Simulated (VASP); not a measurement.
Wanted: the native input for a VASP 6.6.1 run.

```
Task                   : single point
Functional             : PBE
Potentials or basis    : VASP PAW PBE potentials, release 64 (Be, Sb)
Cutoff                 : 520 eV
k mesh                 : 18 × 18 × 1
Occupations            : gaussian, width 0.1 eV
Spin                   : no spin polarisation
Dipole correction      : yes
Further INCAR settings : ALGO = Normal; EDIFF = 1e-06; NBANDS = 10
```

The structure of BeSb lies in POSCAR:

```
BeSb
1.0
    4.0802300050      0.0000002642      0.0000000000
   -2.0401152314      3.5335827055      0.0000000000
    0.0000000000      0.0000000000     26.9636230400
Be Sb
1 1
Direct
    0.6666666667      0.3333333333      0.2966969360
    0.3333333333      0.6666666667      0.2966951306
```

These files were run (other wordings do the same):

INCAR

```
SYSTEM = BeSb
  PREC = Accurate
  ENCUT = 520
  EDIFF = 1E-6
  ISMEAR = 0
  SIGMA = 0.1
  LREAL = .FALSE.
  LASPH = .TRUE.
  NELM = 60
  ALGO = Normal
  ISIF = 2
  LWAVE = .FALSE.
  LCHARG = .FALSE.
  LDIPOL = .TRUE.
  IDIPOL = 3
  DIPOL = 0.5 0.5 0.297
  GGA = PE
  NBANDS = 10
```

KPOINTS

```
regular mesh
0
G
  18 18 1
  0 0 0
```

Potentials or basis: VASP PAW PBE potentials, release 64 (Be, Sb).

Command:

```sh
$ cat potpaw_PBE.64/Be/POTCAR potpaw_PBE.64/Sb/POTCAR > POTCAR
$ mpirun -np 1 vasp_std > vasp.out
```

Results of the run:

* Band gap on the k mesh: zero (an odd number of electrons rules out a gap without spin polarisation)

Caveat: spin-orbit coupling is left out, which moves the levels of the heavy elements.

Wall time 5.9 min on 1 thread of Intel Xeon 8259CL, on a shared host, peak memory 0.52 GiB.
